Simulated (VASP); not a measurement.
# ZrSi2 (Cmcm) in VASP: further runs

ZrSi2 is run at these levels: PBEsol; tasks: single point.

Everything below comes from runs of VASP 6.6.1. Logs are shortened: lines on timing, memory, paths and dates and some standing lists are left out, and cuts for length are marked.

### 1 The cell of the first run

The structure is orthorhombic, space group Cmcm (No. 63). Conventional cell: a = 3.539 Å, b = 13.573 Å, c = 3.534 Å, α = 90.00°, β = 90.00°, γ = 90.00°. Zr (site symmetry m2m) has 10 Si at 2.57 to 2.81 Å and 6 Zr at 3.29 to 3.54 Å within 3.6 Å. Within 3.2 Å of Si (site symmetry m2m) lie 6 Si at 2.37 to 3.15 Å and 6 Zr at 2.57 to 2.81 Å. Within 3.3 Å of Si (site symmetry m2m) lie 8 Si at 2.50 to 3.15 Å and 4 Zr at 2.67 Å.

### 2 Single point, PBEsol

INCAR

```
SYSTEM = ZrSi2
PREC = Accurate ; ENCUT = 520
EDIFF = 1E-7 ; ISMEAR = 0
SIGMA = 0.1 ; LREAL = .FALSE.
LASPH = .TRUE. ; NELM = 60
ALGO = Normal ; ISIF = 2
LWAVE = .FALSE. ; LCHARG = .FALSE.
GGA = PS ; NBANDS = 29
```

KPOINTS

```
regular mesh
0
G
  10 10 10
  0 0 0
```

POSCAR

```
ZrSi2
1.0
    1.7694426870     -6.7864814659      0.0000000000
    1.7694426870      6.7864814659      0.0000000000
    0.0000000000      0.0000000000      3.5336710223
Zr Si
2 4
Direct
    0.8976567979      0.1023432021      0.7500000000
    0.1023432021      0.8976567979      0.2500000000
    0.5580197899      0.4419802101      0.7500000000
    0.4419802101      0.5580197899      0.2500000000
    0.2501396913      0.7498603087      0.7500000000
    0.7498603087      0.2501396913      0.2500000000
```

Potentials or basis: VASP PAW PBE potentials, release 64 (Zr_sv, Si).

On the command line:

```sh
> cat potpaw_PBE.64/Zr_sv/POTCAR potpaw_PBE.64/Si/POTCAR > POTCAR
> mpirun -np 1 vasp_std > vasp.out
```

OUTCAR:

```text
SYSTEM = ZrSi2
   PREC = Accurate
   ENCUT = 520
   EDIFF = 1E-7
   ISMEAR = 0
   LREAL = .FALSE.
   LASPH = .TRUE.
   NELM = 60
   ISIF = 2
   GGA = PS

 ion  position               nearest neighbor table
   1  0.898  0.102  0.750-   4 2.57   4 2.57   4 2.57   4 2.57   5 2.67   5 2.67   6 2.67   6 2.67
                             3 2.81   3 2.81   2 3.29   2 3.29
   2  0.102  0.898  0.250-   3 2.57   3 2.57   3 2.57   3 2.57   6 2.67   6 2.67   5 2.67   5 2.67
                             4 2.81   4 2.81   1 3.29   1 3.29
   3  0.558  0.442  0.750-   4 2.37   4 2.37   2 2.57   2 2.57   2 2.57   2 2.57   1 2.81   1 2.81
                             6 3.15   6 3.15
   4  0.442  0.558  0.250-   3 2.37   3 2.37   1 2.57   1 2.57   1 2.57   1 2.57   2 2.81   2 2.81
                             5 3.15   5 3.15
   5  0.250  0.750  0.750-   6 2.50   6 2.50   6 2.50   6 2.50   1 2.67   1 2.67   2 2.67   2 2.67
                             4 3.15   4 3.15
   6  0.750  0.250  0.250-   5 2.50   5 2.50   5 2.50   5 2.50   2 2.67   2 2.67   1 2.67   1 2.67
                             3 3.15   3 3.15

  LATTYP: Found a base centered orthorhombic cell.
 ALAT       =     3.5388853740
 B/A-ratio  =     3.8353779502
 C/A-ratio  =     0.9985265554

  Lattice vectors:

 A1 = (   1.7694426870,  -6.7864814659,   0.0000000000)
 A2 = (   1.7694426870,   6.7864814659,   0.0000000000)
 A3 = (   0.0000000000,   0.0000000000,   3.5336710223)

Analysis of symmetry for initial positions (statically):
=====================================================================
 Subroutine PRICEL returns:
 Original cell was already a primitive cell.

 Routine SETGRP: Setting up the symmetry group for a
 base centered orthorhombic supercell.

 Subroutine GETGRP returns: Found  8 space group operations
 (whereof  4 operations were pure point group operations)
 out of a pool of  8 trial point group operations.

The static configuration has the point symmetry C_2h.
 The point group associated with its full space group is D_2h.

Analysis of symmetry for dynamics (positions and initial velocities):
=====================================================================
 Subroutine PRICEL returns:
 Original cell was already a primitive cell.

 Routine SETGRP: Setting up the symmetry group for a
 base centered orthorhombic supercell.

 Subroutine GETGRP returns: Found  8 space group operations
 (whereof  4 operations were pure point group operations)
 out of a pool of  8 trial point group operations.

The dynamic configuration has the point symmetry C_2h.
 The point group associated with its full space group is D_2h.

 Subroutine INISYM returns: Found  8 space group operations
 (whereof  4 operations are pure point group operations),
 and found     1 'primitive' translations

----------------------------------------------------------------------------------------

                                     Primitive cell

  volume of cell :      84.8667

  direct lattice vectors                    reciprocal lattice vectors
     1.769442687 -6.786481466  0.000000000     0.282574849 -0.073675881  0.000000000
     1.769442687  6.786481466  0.000000000     0.282574849  0.073675881  0.000000000
     0.000000000  0.000000000  3.533671022     0.000000000  0.000000000  0.282991822

  length of vectors
     7.013362825  7.013362825  3.533671022     0.292021713  0.292021713  0.282991822

  position of ions in fractional coordinates (direct lattice)
     0.897656798  0.102343202  0.750000000
     0.102343202  0.897656798  0.250000000
     0.558019790  0.441980210  0.750000000
     0.441980210  0.558019790  0.250000000
     0.250139691  0.749860309  0.750000000
     0.749860309  0.250139691  0.250000000

  ion indices of the primitive-cell ions
   primitive index   ion index
                 1           1
                 2           2
                 3           3
                 4           4
                 5           5
                 6           6

----------------------------------------------------------------------------------------

 KPOINTS: regular mesh

Automatic generation of k-mesh.
 Grid dimensions read from file:
 generate k-points for:   10   10   10

 Generating k-lattice:

  Cartesian coordinates                     Fractional coordinates (reciprocal lattice)
     0.028257485 -0.007367588  0.000000000     0.100000000  0.000000000  0.000000000
     0.028257485  0.007367588  0.000000000     0.000000000  0.100000000  0.000000000
     0.000000000  0.000000000  0.028299182     0.000000000  0.000000000  0.100000000

  Length of vectors
     0.029202171  0.029202171  0.028299182

  Shift w.r.t. Gamma in fractional coordinates (k-lattice)
     0.000000000  0.000000000  0.000000000

 Subroutine IBZKPT returns following result:
 ===========================================

 Found    186 irreducible k-points:

 Following reciprocal coordinates:
            Coordinates               Weight
  0.000000  0.000000  0.000000      1.000000
  0.100000  0.000000  0.000000      4.000000
  0.200000  0.000000  0.000000      4.000000
  0.300000  0.000000  0.000000      4.000000
  0.400000  0.000000  0.000000      4.000000
  0.500000  0.000000  0.000000      2.000000
[... 16 lines left out ...]
  0.300000  0.300000  0.000000      2.000000
  0.400000  0.300000  0.000000      4.000000
 [... further k-points ...]
   k-points           NKPTS =    186   k-points in BZ     NKDIM =    186   number of bands    NBANDS=     29
   number of dos      NEDOS =    301   number of ions     NIONS =      6
   total plane-waves  NPLWV =  81648
   dimension x,y,z NGX =    54 NGY =   54 NGZ =   28
   dimension x,y,z NGXF=   108 NGYF=  108 NGZF=   56
   ions per type =               2   4
   NGX,Y,Z   is equivalent  to a cutoff of  12.80, 12.80, 13.17 a.u.
   NGXF,Y,Z  is equivalent  to a cutoff of  25.60, 25.60, 26.35 a.u.
 SYSTEM =  ZrSi2
   PREC   = accura    normal or accurate (medium, high low for compatibility)
   ISTART =      0    job   : 0-new  1-cont  2-samecut
   ICHARG =      2    charge: 1-file 2-atom 10-const
   ISPIN  =      1    spin polarized calculation?
   LNONCOLLINEAR =      F non collinear calculations
   LSORBIT =      F    spin-orbit coupling
   LASPH  =      T    aspherical Exc in radial PAW
   ENCUT  =  520.0 eV  38.22 Ry    6.18 a.u.  13.04 13.04  6.57*2*pi/ulx,y,z
   NELM   =     60;   NELMIN=  2; NELMDL= -5     # of ELM steps
   EDIFF  = 0.1E-06   stopping-criterion for ELM
   LREAL  =      F    real-space projection
   EDIFFG = 0.1E-05   stopping-criterion for IOM
   NSW    =      0    number of steps for IOM
   IBRION =     -1    ionic relax: 0-MD 1-quasi-New 2-CG
   NFREE  =      0    steps in history (QN), initial steepest desc. (CG)
   ISIF   =      2    stress and relaxation
   ISYM   =      2    0-nonsym 1-usesym 2-fastsym
   POTIM  = 0.5000    time-step for ionic-motion
   TEBEG  =    0.0;   TEEND  =   0.0 temperature during run
   PSTRESS=    0.0 pullay stress
   NELECT =      40.0000    total number of electrons
   NUPDOWN=      -1.0000    fix difference up-down
   EMIN   =  10.00;   EMAX   =-10.00  energy-range for DOS
   EFERMI =   0.00;   METHOD = LEGACY
   ISMEAR =     0;   SIGMA  =   0.10  broadening in eV -4-tet -1-fermi 0-gaus
   EFERMI_NEDOS =   21; number of points for ismear=-14 and -15
   IALGO  =     38    algorithm
   IMIX   =      4    mixing-type and parameters
     AMIX     =   0.40;   BMIX     =  1.00
     AMIX_MAG =   1.60;   BMIX_MAG =  1.00
  volume/ion in A,a.u.               =      14.14        95.45
  Fermi-wavevector in a.u.,A,eV,Ry     =   1.274038  2.407583 22.084609  1.623173
  Thomas-Fermi vector in A             =   2.406828
   LORBIT       =      0    0 simple, 1 ext, 2 COOP (PROOUT), +10 PAW based schemes
   GGA     = PS    functional components
   LHFCALC =     F    Hartree Fock is set to
   AEXX    =    0.0000 exact exchange contribution
   IVDW    =     0    specifies the selected vdW correction
   LEPSILON=     F    determine dielectric tensor
   LRPA    =     F    only Hartree local field effects (RPA)
 non-spin polarized calculation
 Gauss-broadening in eV      SIGMA  =   0.10
  energy-cutoff  :      520.00
  volume of cell :       84.87
 maximum number of plane-waves:      2319
 NGX is ok and might be reduce to    54
   NGX = 27   NGY = 27   NGZ = 13

 number of electron      40.0000000 magnetization

 Free energy of the ion-electron system (eV)
  ---------------------------------------------------
  ext. energy  EPLUGINS =         0.00000000
  ---------------------------------------------------
  free energy    TOTEN  =       -44.78867706 eV

  energy without entropy =      -44.78420969  energy(sigma->0) =      -44.78644338

 E-fermi :  12.0875     XC(G=0): -12.1198

 val. band max:       12.0768823447   @ k =   0.5000   0.5000   0.1000
 cond. band min:      12.0954960934   @ k =  -0.3000   0.3000   0.4000
 fundamental gap:      0.0186137487
 Fermi energy:        12.0874725229

 k-point     1 :       0.0000    0.0000    0.0000
  band No.  band energies     occupation
      1     -35.9394      2.00000
      2     -35.8967      2.00000
      3     -14.4717      2.00000
      4     -14.1862      2.00000
      5     -14.1619      2.00000
      6     -14.1235      2.00000
[... 21 lines left out ...]
     28      15.3058      0.00000
     29      16.6762      0.00000

 k-point     2 :       0.1000    0.0000    0.0000
  band No.  band energies     occupation
      1     -35.9374      2.00000
      2     -35.8950      2.00000
      3     -14.4640      2.00000
      4     -14.2221      2.00000
      5     -14.1584      2.00000
      6     -14.1539      2.00000
[... 21 lines left out ...]
     28      16.1673      0.00000
     29      16.2931      0.00000

 k-point     3 :       0.2000    0.0000    0.0000
  band No.  band energies     occupation
      1     -35.9323      2.00000
      2     -35.8905      2.00000
      3     -14.4439      2.00000
      4     -14.3142      2.00000
      5     -14.2324      2.00000
      6     -14.1492      2.00000
[... 638 lines left out ...]
      5     -14.3837      2.00000
      6     -14.1279      2.00000
[... 21 lines left out ...]
     28      16.2642      0.00000
     29      16.9455      0.00000

 k-point    24 :       0.4000    0.3000    0.0000
  band No.  band energies     occupation
      1     -35.9254      2.00000
      2     -35.8853      2.00000
      3     -14.4415      2.00000
      4     -14.3842      2.00000
      5     -14.3272      2.00000
      6     -14.1363      2.00000
[... 21 lines left out ...]
     28      16.9011      0.00000
     29      16.9744      0.00000

 [... further k-points ...]
[... 5 lines left out ...]
  --------------------------------------------------------------------------------------
  -------------------------------------------------------------------------------------
  Total       13.4195760     13.3695663     13.4160020      0.0000000     -0.0000000      0.0000000
  in kB      253.3448606    252.4007405    253.2773881      0.0000000     -0.0000000      0.0000000
  external PRESSURE =     253.0076631 kB  Pullay stress =       0.0000000 kB

 VOLUME and BASIS-vectors are now :
 -----------------------------------------------------------------------------
  energy-cutoff  :      520.00
  volume of cell :       84.87
      direct lattice vectors                 reciprocal lattice vectors
     1.769442687 -6.786481466  0.000000000     0.282574849 -0.073675881  0.000000000
     1.769442687  6.786481466  0.000000000     0.282574849  0.073675881  0.000000000
     0.000000000  0.000000000  3.533671022     0.000000000  0.000000000  0.282991822

 POSITION                                       TOTAL-FORCE (eV/Angst)
 -----------------------------------------------------------------------------------
      1.76944     -5.39738      2.65025         0.000000      0.000962     -0.000000
      1.76944      5.39738      0.88342         0.000000     -0.000962      0.000000
      1.76944     -0.78750      2.65025         0.000000      0.003370      0.000000
      1.76944      0.78750      0.88342         0.000000     -0.003370      0.000000
      1.76944      3.39134      2.65025         0.000000     -0.000185     -0.000000
      1.76944     -3.39134      0.88342         0.000000      0.000185      0.000000
 -----------------------------------------------------------------------------------
    total drift:                               -0.000000     -0.000000      0.000000

  FREE ENERGIE OF THE ION-ELECTRON SYSTEM (eV)
  ---------------------------------------------------
  free  energy   TOTEN  =       -44.7886770634 eV

  energy  without entropy=      -44.7842096905  energy(sigma->0) =      -44.78644338
```

Run time: 6.8 min. Hardware: 1 thread of Intel Xeon 6975P-C (Granite Rapids), shared host; peak memory 0.53 GiB.

Results:

```
Free energy            : -44.7887 eV
Pressure               : 25.3 GPa
Largest force          : 0.003 eV/Å
Band gap on the k mesh : zero (bands 20 and 21 overlap by 1.41 eV)
```

Forces in eV/Å, atoms in the order of the input:
```
Zr   0.000  0.001  0.000
Zr   0.000 -0.001  0.000
Si   0.000  0.003  0.000
Si   0.000 -0.003  0.000
Si   0.000  0.000  0.000
Si   0.000  0.000  0.000
```

Caveat: the cell stands under pressure; the PAW data sets were made with another functional, which shifts forces and pressure a little.

### 3 Single point, PBEsol

This run uses another cell than the first one, of 15.09 Å³/atom.

INCAR

```
SYSTEM = ZrSi2
PREC = Accurate
ENCUT = 520
EDIFF = 1E-7
ISMEAR = 0
SIGMA = 0.1
LREAL = .FALSE.
LASPH = .TRUE.
NELM = 60
ALGO = Normal
ISIF = 2
LWAVE = .FALSE.
LCHARG = .FALSE.
GGA = PS
NBANDS = 29
```

KPOINTS

```
Automatic mesh
0
G
  10 10 10
  0 0 0
```

POSCAR

```
ZrSi2
1.0
    1.7991009258     -7.0089149848      0.0000000000
    1.7991009258      7.0089149848      0.0000000000
    0.0000000000      0.0000000000      3.5901632915
Zr Si
2 4
Direct
    0.8965860460      0.1034139540      0.7500000000
    0.1034139540      0.8965860460      0.2500000000
    0.5560579486      0.4439420514      0.7500000000
    0.4439420514      0.5560579486      0.2500000000
    0.2501554861      0.7498445139      0.7500000000
    0.7498445139      0.2501554861      0.2500000000
```

Potentials or basis: VASP PAW PBE potentials, release 64 (Zr_sv, Si).

On the command line:

```sh
> cat potpaw_PBE.64/Zr_sv/POTCAR potpaw_PBE.64/Si/POTCAR > POTCAR
> mpirun -np 1 vasp_std > vasp.out
```

Run time: 6.6 min. Hardware: 1 thread of Intel Xeon 6975P-C (Granite Rapids), shared host; peak memory 0.55 GiB.

The run converged. Its results:

```
Free energy            : -45.4436 eV
Pressure               : 12.2 GPa
Largest force          : 0.006 eV/Å
Band gap on the k mesh : zero (bands 20 and 21 overlap by 1.26 eV)
```

Forces in eV/Å, atoms in the order of the input:
```
Zr   0.000  0.002  0.000
Zr   0.000 -0.002  0.000
Si   0.000  0.006  0.000
Si   0.000 -0.006  0.000
Si   0.000 -0.001  0.000
Si   0.000  0.001  0.000
```

Levels at points of the mesh, in eV from the Fermi level:
```tsv
k point	band 16	band 17	band 18	band 19	band 20	band 21	band 22	band 23	band 24	band 25
(0.00, 0.00, 0.00)	-2.71	-2.44	-2.38	-2.29	0.31	1.02	1.34	1.63	1.65	2.16
(0.50, 0.00, 0.00)	-2.81	-1.81	-1.63	-0.93	-0.60	-0.53	1.13	1.22	2.24	2.56
(0.50, 0.50, 0.00)	-2.91	-2.79	-1.86	-1.44	0.73	0.91	1.22	1.41	1.82	2.53
(0.00, 0.00, 0.50)	-2.76	-2.13	-2.13	-0.04	-0.04	0.52	0.52	1.72	1.72	2.47
(0.50, 0.00, 0.50)	-3.87	-3.16	-3.16	-2.36	-2.36	2.49	2.49	3.39	3.39	3.58
(0.50, 0.50, 0.50)	-3.13	-2.49	-2.49	-1.04	-1.04	0.29	0.29	2.52	2.52	3.42
```

Caveat: the cell stands under pressure; the PAW data sets were made with another functional, which shifts forces and pressure a little.

(Continued in part 2 of 2.)
